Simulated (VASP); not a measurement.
# La2O3 (P-3m1) in VASP: settings compared, part 2 of 2

VASP 6.6.1. Earlier steps stand in the parts before.

## Step 3: Dielectric tensor, PBE

File INCAR:

```
SYSTEM = La2O3
PREC     = Accurate       ! precision mode
ENCUT    = 520            ! plane-wave cutoff, eV
EDIFF    = 1E-8           ! SCF threshold, eV
ISMEAR   = 0              ! smearing method
SIGMA    = 0.01           ! smearing width, eV
LREAL    = .FALSE.        ! projectors in reciprocal space
LASPH    = .TRUE.         ! aspherical terms in the spheres
NELM     = 60             ! most SCF steps
ALGO     = Normal         ! electronic algorithm
ISIF     = 2              ! what is computed and relaxed
LWAVE    = .FALSE.        ! write WAVECAR
LCHARG   = .FALSE.        ! write CHGCAR
GGA      = PE             ! functional
LEPSILON = .TRUE.         ! dielectric tensor by DFPT
```

File KPOINTS:

```
regular mesh
0
G
  8 8 5
  0 0 0
```

File POSCAR:

```
La2O3
1.0
    3.9307778780      0.0000000000      0.0000000000
   -1.9653889390      3.4041534990      0.0000000000
    0.0000000000      0.0000000000      6.1119535200
La O
2 3
Direct
    0.3333333333      0.6666666667      0.2462356800
    0.6666666667      0.3333333333      0.7537643200
    0.0000000000      0.0000000000      0.0000000000
    0.3333333333      0.6666666667      0.6458906500
    0.6666666667      0.3333333333      0.3541093500
```

Potentials or basis: VASP PAW PBE potentials, release 64 (La, O).

Launch:

```console
cat potpaw_PBE.64/La/POTCAR potpaw_PBE.64/O/POTCAR > POTCAR
mpirun -np 1 vasp_std > vasp.out
```

OUTCAR:

```text
SYSTEM = La2O3
   PREC = Accurate
   ENCUT = 520
   EDIFF = 1E-8
   ISMEAR = 0
   LREAL = .FALSE.
   LASPH = .TRUE.
   NELM = 60
   ISIF = 2
   GGA = PE
   LEPSILON = .TRUE.

 ion  position               nearest neighbor table
   1  0.333  0.667  0.246-   5 2.36   5 2.36   5 2.36   4 2.44   3 2.72   3 2.72   3 2.72
   2  0.667  0.333  0.754-   4 2.36   4 2.36   4 2.36   5 2.44   3 2.72   3 2.72   3 2.72
   3  0.000  0.000  0.000-   1 2.72   2 2.72   2 2.72   1 2.72   2 2.72   1 2.72
   4  0.333  0.667  0.646-   2 2.36   2 2.36   2 2.36   1 2.44
   5  0.667  0.333  0.354-   1 2.36   1 2.36   1 2.36   2 2.44

  LATTYP: Found a hexagonal cell.
 ALAT       =     3.9307778780
 C/A-ratio  =     1.5548966921

  Lattice vectors:

 A1 = (   3.9307778780,   0.0000000000,   0.0000000000)
 A2 = (  -1.9653889390,   3.4041534990,   0.0000000000)
 A3 = (   0.0000000000,   0.0000000000,   6.1119535200)

Analysis of symmetry for initial positions (statically):
=====================================================================
 Subroutine PRICEL returns:
 Original cell was already a primitive cell.

 Routine SETGRP: Setting up the symmetry group for a
 hexagonal supercell.

 Subroutine GETGRP returns: Found 12 space group operations
 (whereof 12 operations were pure point group operations)
 out of a pool of 24 trial point group operations.

The static configuration has the point symmetry D_3d.

Analysis of symmetry for dynamics (positions and initial velocities):
=====================================================================
 Subroutine PRICEL returns:
 Original cell was already a primitive cell.

 Routine SETGRP: Setting up the symmetry group for a
 hexagonal supercell.

 Subroutine GETGRP returns: Found 12 space group operations
[... 846 lines left out ...]
           0.000000     0.000000     4.890837
 ------------------------------------------------------

 Free energy of the ion-electron system (eV)
  ---------------------------------------------------
  ---------------------------------------------------
  free energy    TOTEN  =        -0.92915220 eV

  energy without entropy =       -0.92915220

------------------------ aborting loop because EDIFF is reached ----------------------------------------

--------------------------------------- Ionic step        2  -------------------------------------------

------------------------ aborting loop because EDIFF is reached ----------------------------------------

--------------------------------------- Ionic step        3  -------------------------------------------

 Free energy of the ion-electron system (eV)
  ---------------------------------------------------
  ---------------------------------------------------
  free energy    TOTEN  =        -0.90434303 eV

  energy without entropy =       -0.90434303

------------------------ aborting loop because EDIFF is reached ----------------------------------------

 PIEZOELECTRIC TENSOR FIELD DIRECTION 3  (e Angst)
 -----------------------------------------------------------------------------
     0.00287  0.00000  0.00000           (  0.00002  0.00000  0.00000)
     0.00000  0.00287  0.00000           (  0.00000  0.00002  0.00000)
     0.00000  0.00000 -0.00751           (  0.00000  0.00000 -0.00015)

 PIEZOELECTRIC TENSOR FIELD DIRECTION 3  (C/m^2)
 -----------------------------------------------------------------------------
     0.00056  0.00000  0.00000
     0.00000  0.00056  0.00000
     0.00000  0.00000 -0.00147

 MACROSCOPIC STATIC DIELECTRIC TENSOR (including local field effects in DFT)
 ------------------------------------------------------
           4.812576     0.000000     0.000000
          -0.000000     4.812576     0.000000
           0.000000     0.000000     4.713228
 ------------------------------------------------------

 PIEZOELECTRIC TENSOR (including local field effects)  for field in x, y, z        (e  Angst)
          XX          YY          ZZ          XY          YZ          ZX
  --------------------------------------------------------------------------------
  x     0.00000     0.00000     0.00000     0.00000     0.00000     0.00000
  y     0.00000     0.00000     0.00000     0.00000     0.00000     0.00000
  z     0.00000     0.00000     0.00000     0.00000     0.00000     0.00000

 PIEZOELECTRIC TENSOR (including local field effects)  for field in x, y, z        (C/m^2)
          XX          YY          ZZ          XY          YZ          ZX
  --------------------------------------------------------------------------------
  x     0.00000     0.00000     0.00000     0.00000     0.00000     0.00000
  y     0.00000     0.00000     0.00000     0.00000     0.00000     0.00000
  z     0.00000     0.00000     0.00000     0.00000     0.00000     0.00000

 BORN EFFECTIVE CHARGES (including local field effects) (in |e|, cummulative output)
 ---------------------------------------------------------------------------------
 ion    1
    1     4.20800     0.00000     0.00000
    2     0.00000     4.20800    -0.00000
    3     0.00000     0.00000     3.83386
 ion    2
    1     4.20800     0.00000     0.00000
    2     0.00000     4.20800     0.00000
    3     0.00000     0.00000     3.83386
 ion    3
    1    -2.71020     0.00000     0.00000
    2     0.00000    -2.71020     0.00000
    3     0.00000     0.00000    -2.58342
 ion    4
    1    -2.85290     0.00000     0.00000
    2     0.00000    -2.85290     0.00000
    3    -0.00000    -0.00000    -2.54215
 ion    5
    1    -2.85290     0.00000     0.00000
    2     0.00000    -2.85290     0.00000
    3    -0.00000    -0.00000    -2.54215
```

Run time: 24 min. Hardware: 1 thread of Intel Xeon 6975P-C (Granite Rapids), shared host; peak memory 0.58 GiB.

Results:

| Property | Result |
| --- | --- |
| Band gap on the k mesh | 3.89 eV (least direct gap 4.07 eV) |
| Electronic dielectric tensor (diagonal) | 4.81, 4.81, 4.71 |
| Born charges (mean of the diagonal) | La +4.08; O -2.67, -2.75 (each value once) e |

Electronic dielectric tensor:
```
4.81 0.00 0.00
0.00 4.81 0.00
0.00 0.00 4.71
```

Born effective charge tensors (e):
atom 1, La
```
4.21 0.00 0.00
0.00 4.21 0.00
0.00 0.00 3.83
```
atom 2, La
```
4.21 0.00 0.00
0.00 4.21 0.00
0.00 0.00 3.83
```
atom 3, O
```
-2.71  0.00  0.00
 0.00 -2.71  0.00
 0.00  0.00 -2.58
```
atom 4, O
```
-2.85  0.00  0.00
 0.00 -2.85  0.00
 0.00  0.00 -2.54
```
atom 5, O
```
-2.85  0.00  0.00
 0.00 -2.85  0.00
 0.00  0.00 -2.54
```

Caveat: spin-orbit coupling is left out, which moves the levels of the heavy elements. A k mesh can miss the band edges.

## Step 4: Single point, PBEsol+U

POSCAR is that of step 3.

File INCAR.step1:

```
ALGO     = Normal         # electronic algorithm
EDIFF    = 1E-6           # SCF threshold, eV
ENCUT    = 520            # plane-wave cutoff, eV
GGA      = PS             # functional
ISIF     = 2              # what is computed and relaxed
ISMEAR   = -1             # smearing method
LASPH    = True           # aspherical terms in the spheres
LCHARG   = True           # write CHGCAR
LDAU     = True           # DFT+U
LDAUJ    = 0 0          
LDAUL    = 3 -1           # shell
LDAUPRINT= 1            
LDAUTYPE = 2            
LDAUU    = 4 0            # U, eV
LMAXMIX  = 6              # l up to which the mixer works
LREAL    = False          # projectors in reciprocal space
LWAVE    = False          # write WAVECAR
NBANDS   = 28             # bands
NELM     = 150            # most SCF steps
PREC     = Accurate       # precision mode
SIGMA    = 0.05           # smearing width, eV
```

File KPOINTS.step1:

```
k-points
0
Gamma
  8 8 5
```

File INCAR.step2:

```
ALGO     = Normal         # electronic algorithm
EDIFF    = 1E-6           # SCF threshold, eV
ENCUT    = 520            # plane-wave cutoff, eV
GGA      = PS             # functional
ICHARG   = 11             # starting density
ISIF     = 2              # what is computed and relaxed
ISMEAR   = -5             # smearing method
LASPH    = True           # aspherical terms in the spheres
LCHARG   = False          # write CHGCAR
LDAU     = True           # DFT+U
LDAUJ    = 0 0          
LDAUL    = 3 -1           # shell
LDAUPRINT= 1            
LDAUTYPE = 2            
LDAUU    = 4 0            # U, eV
LMAXMIX  = 6              # l up to which the mixer works
LORBIT   = 11             # projections on sites
LREAL    = False          # projectors in reciprocal space
LWAVE    = False          # write WAVECAR
NEDOS    = 1001           # points of the DOS
NELM     = 150            # most SCF steps
PREC     = Accurate       # precision mode
SIGMA    = 0.05           # smearing width, eV
```

File KPOINTS.step2:

```
k-points
0
Gamma
  12 12 8
```

Launch:

```console
cat potpaw_PBE.64/La/POTCAR potpaw_PBE.64/O/POTCAR > POTCAR
cp INCAR.step1 INCAR
cp KPOINTS.step1 KPOINTS
mpirun -np 1 vasp_std > vasp.out
cp INCAR.step2 INCAR
cp KPOINTS.step2 KPOINTS
mpirun -np 1 vasp_std > vasp.out
```

It took 2.7 min on 1 thread of Intel Xeon 6975P-C (Granite Rapids), shared host; peak memory 0.39 GiB.

Results (log left out):

| Property | Result |
| --- | --- |
| Valence electrons inside the program's atomic spheres | La 8.56; O 4.92, 5.02 (each value once) |

Levels at points of the mesh, in eV from the valence-band top:
| k point | band 18 | band 19 | band 20 | band 21 | band 22 | band 23 |
| --- | --- | --- | --- | --- | --- | --- |
| (0.00, 0.00, 0.00) | -0.34 | -0.34 | -0.07 | 4.52 | 4.66 | 4.66 |
| (0.50, 0.00, 0.00) | -0.64 | -0.42 | -0.26 | 3.90 | 5.48 | 5.56 |
| (0.00, 0.00, 0.50) | -0.78 | -0.24 | -0.24 | 5.11 | 5.11 | 5.47 |
| (0.50, 0.00, 0.50) | -0.73 | -0.35 | -0.01 | 4.77 | 4.91 | 6.38 |

Eigenvalues of the final occupation matrices:
```
    site  spin  trace                         eigenvalues
site 1 f     1   0.09  0.01 0.01 0.01 0.01 0.01 0.01 0.03
site 1 f     2   0.09  0.01 0.01 0.01 0.01 0.01 0.01 0.03
site 2 f     1   0.09  0.01 0.01 0.01 0.01 0.01 0.01 0.03
site 2 f     2   0.09  0.01 0.01 0.01 0.01 0.01 0.01 0.03
```

Caveat: spin-orbit coupling is left out, which moves the levels of the heavy elements.

## Step 5: Single point, PBEsol+U

POSCAR is that of step 4.

File INCAR.step1:

```
SYSTEM = La2O3
PREC = Accurate
ENCUT = 520
EDIFF = 1E-6
ISMEAR = -1
SIGMA = 0.05
LREAL = .FALSE.
LASPH = .TRUE.
NELM = 150
ALGO = Normal
ISIF = 2
LWAVE = .FALSE.
LCHARG = .TRUE.
LMAXMIX = 6
LDAU = .TRUE.
LDAUTYPE = 2
LDAUL = 3 -1
LDAUU = 5 0
LDAUJ = 0 0
LDAUPRINT = 1
GGA = PS
NBANDS = 28
```

File KPOINTS.step1:

```
regular mesh
0
G
  8 8 5
  0 0 0
```

File INCAR.step2:

```
SYSTEM = La2O3
PREC = Accurate
ENCUT = 520
EDIFF = 1E-6
ISMEAR = -5
SIGMA = 0.05
LREAL = .FALSE.
LASPH = .TRUE.
NELM = 150
ALGO = Normal
ISIF = 2
LWAVE = .FALSE.
LCHARG = .FALSE.
LMAXMIX = 6
LDAU = .TRUE.
LDAUTYPE = 2
LDAUL = 3 -1
LDAUU = 5 0
LDAUJ = 0 0
LDAUPRINT = 1
GGA = PS
LORBIT = 11
NEDOS = 1001
ICHARG = 11
```

File KPOINTS.step2:

```
regular mesh
0
G
  12 12 8
  0 0 0
```

Launch:

```console
cat potpaw_PBE.64/La/POTCAR potpaw_PBE.64/O/POTCAR > POTCAR
cp INCAR.step1 INCAR
cp KPOINTS.step1 KPOINTS
mpirun -np 1 vasp_std > vasp.out
cp INCAR.step2 INCAR
cp KPOINTS.step2 KPOINTS
mpirun -np 1 vasp_std > vasp.out
```

It took 2.8 min on 1 thread of Intel Xeon 6975P-C (Granite Rapids), shared host; peak memory 0.39 GiB.

The run converged. Its results:

```
Valence electrons inside the program's atomic spheres : La 8.56; O 4.92, 5.02 (each value once)
```

Levels at points of the mesh, in eV from the valence-band top:
```tsv
k point	band 18	band 19	band 20	band 21	band 22	band 23
(0.00, 0.00, 0.00)	-0.33	-0.33	-0.06	4.55	4.65	4.65
(0.50, 0.00, 0.00)	-0.64	-0.42	-0.26	3.91	5.56	5.60
(0.00, 0.00, 0.50)	-0.77	-0.23	-0.23	5.13	5.13	5.54
(0.50, 0.00, 0.50)	-0.73	-0.35	-0.01	4.82	4.94	6.57
```

Eigenvalues of the final occupation matrices:
| site | spin | trace | eigenvalues |
| --- | --- | --- | --- |
| site 1 f | 1 | 0.08 | 0.01 0.01 0.01 0.01 0.01 0.01 0.03 |
| site 1 f | 2 | 0.08 | 0.01 0.01 0.01 0.01 0.01 0.01 0.03 |
| site 2 f | 1 | 0.08 | 0.01 0.01 0.01 0.01 0.01 0.01 0.03 |
| site 2 f | 2 | 0.08 | 0.01 0.01 0.01 0.01 0.01 0.01 0.03 |

Caveat: spin-orbit coupling is left out, which moves the levels of the heavy elements.

## Step 6: Summary

| task | level | U | smearing | k mesh for the DOS | occupations for the DOS | gap on the mesh (eV) |
| --- | --- | --- | --- | --- | --- | --- |
| electric field gradients | PBE | - | fermi-dirac 0.05 eV | - | - | 3.89 |
| dielectric tensor | PBE | - | gaussian 0.01 eV | - | - | 3.89 |
| single point | PBEsol+U | La f U = 4.0 eV | fermi-dirac 0.05 eV | 12 × 12 × 8 | tetrahedron | - |
| single point | PBEsol+U | La f U = 5.0 eV | fermi-dirac 0.05 eV | 12 × 12 × 8 | tetrahedron | - |

Alike in all rows: potentials or basis VASP PAW PBE potentials, release 64 (La, O); no spin polarisation; cell as given; k mesh 8 × 8 × 5; cutoff (eV) 520.

Caveats: spin-orbit coupling is left out, which moves the levels of the heavy elements.

Total energies depend on the potentials used, so only differences within one code and one set of settings carry meaning.
